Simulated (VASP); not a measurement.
# RbCl (Fm-3m) in VASP: notebook

RbCl is run at these levels: PBEsol; tasks: electric field gradients.

Program: VASP 6.6.1. These are calculated values, not measurements. Logs are shortened: lines on timing, memory, paths and dates and some standing lists are left out, and cuts for length are marked.

### 1 The cell of the first run

The structure is cubic, space group Fm-3m (No. 225). The conventional cell has a = 6.414 Å, b = 6.414 Å, c = 6.414 Å, α = 90.00°, β = 90.00°, γ = 90.00°. Within 4.2 Å of Rb (site symmetry m-3m) lie 6 Cl at 3.21 Å. Cl (site symmetry m-3m) has 6 Rb at 3.21 Å within 4.2 Å.

### 2 Electric field gradients, PBEsol (volume scaled by 0.94)

INCAR reads:

```
ALGO = Normal ; EDIFF = 1E-8
ENCUT = 400 ; GGA = PS
GGA_COMPAT = F ; ISIF = 2
ISMEAR = -1 ; LASPH = T
LCHARG = F ; LEFG = T
LREAL = F ; LWAVE = F
NBANDS = 15 ; NELM = 120
PREC = Accurate ; SIGMA = 0.02
```

KPOINTS reads:

```
k-points
0
Gamma
  7 7 7
```

POSCAR reads:

```
RbCl
1.0
    0.0000000000      3.2071649199      3.2071649199
    3.2071649199      0.0000000000      3.2071649199
    3.2071649199      3.2071649199      0.0000000000
Rb Cl
1 1
Direct
    0.0000000000      0.0000000000      0.0000000000
    0.5000000000      0.5000000000      0.5000000000
```

Potentials or basis: VASP PAW PBE potentials, release 64 (Rb_sv, Cl).

Command:

```console
$ cat potpaw_PBE.64/Rb_sv/POTCAR potpaw_PBE.64/Cl/POTCAR > POTCAR
$ mpirun -np 1 vasp_std > vasp.out
```

OUTCAR:

```text
EDIFF = 1E-8
   ENCUT = 400
   GGA = PS
   ISIF = 2
   ISMEAR = -1
   LASPH = T
   LREAL = F
   NELM = 120
   PREC = Accurate

 ion  position               nearest neighbor table
   1  0.000  0.000  0.000-   2 3.21   2 3.21   2 3.21   2 3.21   2 3.21   2 3.21
   2  0.500  0.500  0.500-   1 3.21   1 3.21   1 3.21   1 3.21   1 3.21   1 3.21

  LATTYP: Found a face centered cubic cell.
 ALAT       =     6.4143298398

  Lattice vectors:

 A1 = (   0.0000000000,   3.2071649199,   3.2071649199)
 A2 = (   3.2071649199,   0.0000000000,   3.2071649199)
 A3 = (   3.2071649199,   3.2071649199,   0.0000000000)

Analysis of symmetry for initial positions (statically):
=====================================================================
 Subroutine PRICEL returns:
 Original cell was already a primitive cell.

 Routine SETGRP: Setting up the symmetry group for a
 face centered cubic supercell.

 Subroutine GETGRP returns: Found 48 space group operations
 (whereof 48 operations were pure point group operations)
 out of a pool of 48 trial point group operations.

The static configuration has the point symmetry O_h .

Analysis of symmetry for dynamics (positions and initial velocities):
=====================================================================
 Subroutine PRICEL returns:
 Original cell was already a primitive cell.

 Routine SETGRP: Setting up the symmetry group for a
 face centered cubic supercell.

 Subroutine GETGRP returns: Found 48 space group operations
 (whereof 48 operations were pure point group operations)
 out of a pool of 48 trial point group operations.

The dynamic configuration has the point symmetry O_h .

 Subroutine INISYM returns: Found 48 space group operations
 (whereof 48 operations are pure point group operations),
 and found     1 'primitive' translations

----------------------------------------------------------------------------------------

                                     Primitive cell

  volume of cell :      65.9772

  direct lattice vectors                    reciprocal lattice vectors
     0.000000000  3.207164920  3.207164920    -0.155900932  0.155900932  0.155900932
     3.207164920  0.000000000  3.207164920     0.155900932 -0.155900932  0.155900932
     3.207164920  3.207164920  0.000000000     0.155900932  0.155900932 -0.155900932

  length of vectors
     4.535616126  4.535616126  4.535616126     0.270028335  0.270028335  0.270028335

  position of ions in fractional coordinates (direct lattice)
     0.000000000  0.000000000  0.000000000
     0.500000000  0.500000000  0.500000000

  ion indices of the primitive-cell ions
   primitive index   ion index
                 1           1
                 2           2

----------------------------------------------------------------------------------------

 KPOINTS: k-points

Automatic generation of k-mesh.
 Grid dimensions read from file:
 generate k-points for:    7    7    7

 Generating k-lattice:

  Cartesian coordinates                     Fractional coordinates (reciprocal lattice)
    -0.022271562  0.022271562  0.022271562     0.142857143  0.000000000  0.000000000
     0.022271562 -0.022271562  0.022271562     0.000000000  0.142857143  0.000000000
     0.022271562  0.022271562 -0.022271562     0.000000000  0.000000000  0.142857143

  Length of vectors
     0.038575476  0.038575476  0.038575476

  Shift w.r.t. Gamma in fractional coordinates (k-lattice)
     0.000000000  0.000000000  0.000000000

 Subroutine IBZKPT returns following result:
 ===========================================

 Found     20 irreducible k-points:

 Following reciprocal coordinates:
            Coordinates               Weight
  0.000000  0.000000  0.000000      1.000000
  0.142857  0.000000  0.000000      8.000000
  0.285714  0.000000  0.000000      8.000000
  0.428571  0.000000  0.000000      8.000000
  0.142857  0.142857  0.000000      6.000000
  0.285714  0.142857  0.000000     24.000000
[... 12 lines left out ...]
 -0.428571  0.428571  0.142857     24.000000
 -0.285714  0.428571  0.142857     24.000000
   k-points           NKPTS =     20   k-points in BZ     NKDIM =     20   number of bands    NBANDS=     15
   number of dos      NEDOS =    301   number of ions     NIONS =      2
   total plane-waves  NPLWV =  27000
   dimension x,y,z NGX =    30 NGY =   30 NGZ =   30
   dimension x,y,z NGXF=    60 NGYF=   60 NGZF=   60
   ions per type =               1   1
   NGX,Y,Z   is equivalent  to a cutoff of  11.00, 11.00, 11.00 a.u.
   NGXF,Y,Z  is equivalent  to a cutoff of  21.99, 21.99, 21.99 a.u.
 SYSTEM =  unknown system
   PREC   = accura    normal or accurate (medium, high low for compatibility)
   ISTART =      0    job   : 0-new  1-cont  2-samecut
   ICHARG =      2    charge: 1-file 2-atom 10-const
   ISPIN  =      1    spin polarized calculation?
   LNONCOLLINEAR =      F non collinear calculations
   LSORBIT =      F    spin-orbit coupling
   LASPH  =      T    aspherical Exc in radial PAW
   ENCUT  =  400.0 eV  29.40 Ry    5.42 a.u.   7.40  7.40  7.40*2*pi/ulx,y,z
   NELM   =    120;   NELMIN=  2; NELMDL= -5     # of ELM steps
   EDIFF  = 0.1E-07   stopping-criterion for ELM
   LREAL  =      F    real-space projection
   EDIFFG = 0.1E-06   stopping-criterion for IOM
   NSW    =      0    number of steps for IOM
   IBRION =     -1    ionic relax: 0-MD 1-quasi-New 2-CG
   NFREE  =      0    steps in history (QN), initial steepest desc. (CG)
   ISIF   =      2    stress and relaxation
   ISYM   =      2    0-nonsym 1-usesym 2-fastsym
   POTIM  = 0.5000    time-step for ionic-motion
   TEBEG  =    0.0;   TEEND  =   0.0 temperature during run
   PSTRESS=    0.0 pullay stress
   NELECT =      16.0000    total number of electrons
   NUPDOWN=      -1.0000    fix difference up-down
   EMIN   =  10.00;   EMAX   =-10.00  energy-range for DOS
   EFERMI =   0.00;   METHOD = LEGACY
   ISMEAR =    -1;   SIGMA  =   0.02  broadening in eV -4-tet -1-fermi 0-gaus
   EFERMI_NEDOS =   21; number of points for ismear=-14 and -15
   IALGO  =     38    algorithm
   IMIX   =      4    mixing-type and parameters
     AMIX     =   0.40;   BMIX     =  1.00
     AMIX_MAG =   1.60;   BMIX_MAG =  1.00
  volume/ion in A,a.u.               =      32.99       222.62
  Fermi-wavevector in a.u.,A,eV,Ry     =   1.020901  1.929223 14.180514  1.042238
  Thomas-Fermi vector in A             =   2.154496
   LORBIT       =      0    0 simple, 1 ext, 2 COOP (PROOUT), +10 PAW based schemes
   GGA     = PS    functional components
   LHFCALC =     F    Hartree Fock is set to
   AEXX    =    0.0000 exact exchange contribution
   IVDW    =     0    specifies the selected vdW correction
   LEPSILON=     F    determine dielectric tensor
   LRPA    =     F    only Hartree local field effects (RPA)
 non-spin polarized calculation
  energy-cutoff  :      400.00
  volume of cell :       65.98
 maximum number of plane-waves:      1243
 NGX is ok and might be reduce to    30
   NGX = 15   NGY = 15   NGZ = 15

 number of electron      15.9999997 magnetization

 Free energy of the ion-electron system (eV)
  ---------------------------------------------------
  ext. energy  EPLUGINS =         0.00000000
  ---------------------------------------------------
  free energy    TOTEN  =        -6.88021199 eV

  energy without entropy =       -6.88021199  energy(sigma->0) =       -6.88021199

 E-fermi :  -1.1435     XC(G=0):  -7.8595

 val. band max:       -1.6472496811   @ k =   0.0000   0.0000   0.0000
 cond. band min:       3.4280030252   @ k =   0.0000   0.0000   0.0000
 fundamental gap:      5.0752527063
 Fermi energy:        -1.1435411557

 k-point     1 :       0.0000    0.0000    0.0000
  band No.  band energies     occupation
      1     -25.3510      2.00000
      2     -13.6934      2.00000
      3      -9.4107      2.00000
      4      -9.4107      2.00000
      5      -9.4107      2.00000
      6      -1.6473      2.00000
      7      -1.6473      2.00000
      8      -1.6472      2.00000
      9       3.4280      0.00000
     10       6.2825      0.00000
     11       6.2825      0.00000
     12       6.2825      0.00000
     13       7.3216      0.00000
     14       7.3216      0.00000
[... 329 lines left out ...]
      2     -13.6913      2.00000
      3      -9.6734      2.00000
      4      -9.5977      2.00000
      5      -9.3986      2.00000
      6      -2.1986      2.00000
      7      -1.9101      2.00000
      8      -1.9047      2.00000
      9       5.6823      0.00000
     10       6.4330      0.00000
     11       7.9693      0.00000
     12       8.0948      0.00000
     13       9.8790      0.00000
     14      10.0590      0.00000
     15      11.1979      0.00000

------------------------ aborting loop because EDIFF is reached ----------------------------------------

  FORCE on cell =-STRESS in cart. coord.  units (eV):
  Direction    XX          YY          ZZ          XY          YZ          ZX
  --------------------------------------------------------------------------------------
  -------------------------------------------------------------------------------------
  Total        0.4890779      0.4890779      0.4890779      0.0000000      0.0000000      0.0000000
  in kB       11.8766720     11.8766720     11.8766720      0.0000000      0.0000000      0.0000000
  external PRESSURE =      11.8766720 kB  Pullay stress =       0.0000000 kB

 VOLUME and BASIS-vectors are now :
 -----------------------------------------------------------------------------
  energy-cutoff  :      400.00
  volume of cell :       65.98
      direct lattice vectors                 reciprocal lattice vectors
     0.000000000  3.207164920  3.207164920    -0.155900932  0.155900932  0.155900932
     3.207164920  0.000000000  3.207164920     0.155900932 -0.155900932  0.155900932
     3.207164920  3.207164920  0.000000000     0.155900932  0.155900932 -0.155900932

 POSITION                                       TOTAL-FORCE (eV/Angst)
 -----------------------------------------------------------------------------------
      0.00000      0.00000      0.00000        -0.000000      0.000000     -0.000000
      3.20716      3.20716      3.20716         0.000000     -0.000000      0.000000
 -----------------------------------------------------------------------------------
    total drift:                                0.000000      0.000000      0.000000

  FREE ENERGIE OF THE ION-ELECTRON SYSTEM (eV)
  ---------------------------------------------------
  free  energy   TOTEN  =        -6.8802119941 eV

  energy  without entropy=       -6.8802119941  energy(sigma->0) =       -6.88021199

 Electric field gradients (V/A^2)
---------------------------------------------------------------------
 ion       V_xx      V_yy      V_zz      V_xy      V_xz      V_yz
---------------------------------------------------------------------
   1      -0.000    -0.000    -0.000    -0.000    -0.000    -0.000
   2      -0.000    -0.000    -0.000    -0.001    -0.001    -0.001
---------------------------------------------------------------------

 Electric field gradients after diagonalization (V/A^2)
 (convention: |V_zz| > |V_xx| > |V_yy|)
----------------------------------------------------------------------
 ion       V_xx      V_yy      V_zz     asymmetry (V_yy - V_xx)/ V_zz
----------------------------------------------------------------------
   1       0.000     0.000    -0.000       0.000
   2       0.001     0.001    -0.002       0.000
----------------------------------------------------------------------

           NMR quadrupolar parameters

 Cq : quadrupolar parameter    Cq=e*Q*V_zz/h
 eta: asymmetry parameters     (V_yy - V_xx)/ V_zz
 Q  : nuclear electric quadrupole moment in mb (millibarn)
----------------------------------------------------------------------
 ion       Cq(MHz)       eta       Q (mb)
----------------------------------------------------------------------
   1      -0.000       0.000       1.000
   2      -0.000       0.000       1.000
----------------------------------------------------------------------
```

Wall time 30 s (1 thread of Intel Xeon 8259CL, shared host); peak memory 0.17 GiB.

Results:

```
Free energy            : -6.8802 eV
Pressure               : 1.2 GPa
Band gap on the k mesh : 5.08 eV, direct
```

Caveat: without QUAD_EFG the Cq values of the log hold for a quadrupole moment of 1 mb, not for the nuclei; the PAW data sets were made with another functional, which shifts forces and pressure a little.

(Continued in part 2 of 2.)
